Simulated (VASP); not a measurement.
Input of a VASP 6.6.1 run:

The input INCAR:

```
SYSTEM = Pb
PREC = Accurate
ENCUT = 600
EDIFF = 1E-6
ISMEAR = -1
SIGMA = 0.08
LREAL = .False.
LASPH = .True.
NELM = 100
ALGO = Normal
ISIF = 3
LWAVE = .False.
LCHARG = .False.
IBRION = 2
NSW = 100
EDIFFG = -0.002
PSTRESS = 100.0
```

Contents of KPOINTS:

```
Automatic mesh
0
Gamma
  20 20 20
  0 0 0
```

Contents of POSCAR:

```
Pb
1.0
    0.0000000000      2.4405922672      2.4405922672
    2.4405922672      0.0000000000      2.4405922672
    2.4405922672      2.4405922672      0.0000000000
Pb
1
Direct
    0.0000000000      0.0000000000      0.0000000000
```

Potentials or basis: VASP PAW LDA potentials, release 64 (Pb_d).

The run is started by

```bash
$ cat potpaw_LDA.64/Pb_d/POTCAR > POTCAR
$ mpirun -np 1 vasp_std > vasp.out
```

**Question.** Predict the band gap on the k mesh.

**Answer.** Zero (bands 7 and 8 overlap by 10.81 eV).

**Question.** Predict the relaxed cell.

**Answer.** a = 3.299 Å, b = 3.299 Å, c = 3.299 Å, α = 60.00°, β = 60.00°, γ = 60.00°.

**Question.** What does it give for the relaxed volume?

**Answer.** 25.40 Å³/atom.

Final structure:
```yaml
crystal:
  lattice:
    - [0.00000, 2.33307, 2.33307]
    - [2.33307, 0.00000, 2.33307]
    - [2.33307, 2.33307, 0.00000]
  atoms:
    - { symbol: Pb, position: [0.00000, 0.00000, 0.00000] }
```

Caveat: the cell is relaxed towards a set pressure, so the run minimises the enthalpy, not the energy; spin-orbit coupling is left out, which moves the levels of the heavy elements. LDA usually gives volumes a few per cent too small.
